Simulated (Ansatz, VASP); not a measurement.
Two plane-wave programs on ZnS

INCAR

```
SYSTEM = ZnS
PREC = Accurate
ENCUT = 500
EDIFF = 1E-6
ISMEAR = 0
SIGMA = 0.1
LREAL = .False.
LASPH = .True.
NELM = 120
ALGO = Normal
ISIF = 2
LWAVE = .False.
LCHARG = .False.
NBANDS = 16
GGA_COMPAT = .False.
```

The input KPOINTS:

```
Automatic mesh
0
Gamma
  6 6 6
  0 0 0
```

Contents of POSCAR:

```
ZnS
1.0
    0.0000000000      2.7046500000      2.7046500000
    2.7046500000      0.0000000000      2.7046500000
    2.7046500000      2.7046500000      0.0000000000
Zn S
1 1
Direct
    0.0000000000      0.0000000000      0.0000000000
    0.7500000000      0.7500000000      0.7500000000
```

Input for Ansatz:

```yaml
crystal:
  lattice:
    - [0.0, 2.70465, 2.70465]
    - [2.70465, 0.0, 2.70465]
    - [2.70465, 2.70465, 0.0]
  atoms:
    - { symbol: Zn, position: [0.0, 0.0, 0.0] }
    - { symbol: S, position: [0.75, 0.75, 0.75] }
basis:
  ecutwfc: 420
kpoints:
  mp_grid: { grid: [6, 6, 6] }
hamiltonian:
  xc: lda
scf:
  occupations: { method: gaussian, width: 0.1 }
output:
  forces: true
  stress: true
  eigenvalues: true
```

Alike in both runs: task single point; functional LDA; k mesh 6 × 6 × 6; occupations gaussian, width 0.1 eV; no spin polarisation.

|  | VASP | Ansatz |
| --- | --- | --- |
| version | VASP 6.6.1 | Ansatz 0.2.0 |
| potentials or method | VASP PAW LDA potentials, release 64 (Zn, S), cutoff 500 eV | scalar-relativistic, plane waves, PAW |
| valence electrons in the cell | 18 | 18 |

|  | VASP | Ansatz | Ansatz less VASP |
| --- | --- | --- | --- |
| gap on the k mesh at the Fermi level (eV) | 1.87 | 1.84 | -0.031 |
| least direct gap on the mesh (eV) | 1.87 | 1.84 | -0.031 |
| pressure (GPa) | -4.5 | -4.7 | -0.20 |

LDA's correlation is that of Perdew and Zunger in VASP and of Perdew and Wang (1992) in Ansatz.
